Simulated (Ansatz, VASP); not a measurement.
HC10: VASP beside Ansatz

```
C H
1.0
     8.54367    0.00000    0.00000
    -2.13592    8.61105    0.00000
     0.00000    0.00000   22.77880
C H
20 2
Direct
  0.07821 0.97949 0.17560
  0.57821 0.97949 0.17560
  0.41154 0.97949 0.17560
  0.91154 0.97949 0.17560
  0.32308 0.95898 0.22918
  0.82308 0.95898 0.22918
  0.15641 0.95898 0.22918
  0.65641 0.95898 0.22918
  0.06690 0.93838 0.28268
  0.56690 0.93838 0.28268
  0.40229 0.93838 0.28268
  0.90229 0.93838 0.28268
  0.31111 0.91767 0.33642
  0.81111 0.91767 0.33642
  0.14772 0.91767 0.33642
  0.64772 0.91767 0.33642
  0.04737 0.89880 0.38539
  0.54737 0.89880 0.38539
  0.40203 0.89879 0.38539
  0.90203 0.89879 0.38539
  0.23992 0.23213 0.41920
  0.32770 0.23213 0.41920
```

Alike in both runs: task single point; functional PBE; k mesh 4 × 3 × 1; occupations gaussian, width 0.1 eV; no spin polarisation.

```csv
,VASP,Ansatz
version,VASP 6.6.1,Ansatz 0.2.0
potentials or method,"VASP PAW PBE potentials, release 64 (C, H), cutoff 520 eV","scalar-relativistic, plane waves, PAW"
valence electrons in the cell,82,82
```

Ansatz gave:

| Property | Result |
| --- | --- |
| gap on the k mesh at the Fermi level (eV) | 0.26 |
| least direct gap on the mesh (eV) | 0.36 |
| rms of the force components (eV/Å) | 1.737 |

Problem. What did VASP give for the same quantities?

Solution. gap on the k mesh at the Fermi level (eV): 0.26; least direct gap on the mesh (eV): 0.36; rms of the force components (eV/Å): 1.730.

Atom by atom the forces differ by 0.025 eV/Å (rms over components). The functional is the same, so the differences come from potentials, cutoffs and numerics.
